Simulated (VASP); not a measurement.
## Al: relaxation of cell and atoms with LDA

The system is Al.

```
Al
1.0
     4.54395    0.00000    0.00000
    -2.27197    3.93517    0.00000
     0.00000    0.00000    2.78544
Al
3
Direct
  0.00000 0.00000 0.00000
  0.33333 0.66667 0.50000
  0.66667 0.33333 0.50000
```

- Program: VASP 6.6.1
- Task: relaxation of cell and atoms
- Functional: LDA
- Potentials or basis: VASP PAW LDA potentials, release 64 (Al)
- Cutoff: 600 eV
- k mesh: 8 × 8 × 11
- Occupations: fermi-dirac, width 0.1 eV
- Spin: no spin polarisation
- Dipole correction: no
- Further INCAR settings: ALGO = Normal; EDIFF = 1e-06; IBRION = 2; EDIFFG = -0.01; NSW = 80; ISIF = 3

- Relaxed volume: 16.49 Å³/atom
- Relaxed cell: a = 4.520 Å, b = 4.520 Å, c = 2.797 Å, α = 90.00°, β = 90.00°, γ = 120.00°
- Space group after relaxing (to 0.05 Å): P6/mmm (No. 191)
- Energy gained by relaxing: 0.3 meV/atom
- Ionic steps: 5
- Pressure after relaxing: 0.0 GPa

The path:
```csv
step,energy change (eV),largest force (eV/Å),pressure (GPa),volume (Å³)
1,0.0000,0.0000,-0.50,49.81
2,-0.0008,0.0000,0.05,49.43
3,-0.0008,0.0000,0.08,49.41
4,-0.0009,0.0000,0.06,49.43
5,-0.0010,0.0000,0.01,49.48
```

Final structure:
```yaml
crystal:
  lattice:
    - [4.51971, 0.00000, 0.00000]
    - [-2.25986, 3.91419, 0.00000]
    - [0.00000, 0.00000, 2.79688]
  atoms:
    - { symbol: Al, position: [0.00000, 0.00000, 0.00000] }
    - { symbol: Al, position: [0.33333, 0.66667, 0.50000] }
    - { symbol: Al, position: [0.66667, 0.33333, 0.50000] }
```

Levels at points of the mesh, in eV from the Fermi level:
| k point | band 1 | band 2 | band 3 | band 4 | band 5 | band 6 | band 7 | band 8 |
| --- | --- | --- | --- | --- | --- | --- | --- | --- |
| (0.00, 0.00, 0.00) | -11.12 | -2.10 | -2.10 | -2.00 | -2.00 | -1.21 | -1.10 | 6.34 |
| (0.50, 0.00, 0.00) | -8.74 | -8.71 | -4.28 | -3.82 | 4.49 | 4.78 | 5.02 | 5.15 |

Run time: 28 s on 1 thread of AMD EPYC 9R14 (Zen 4) (shared host), peak memory 0.13 GiB.
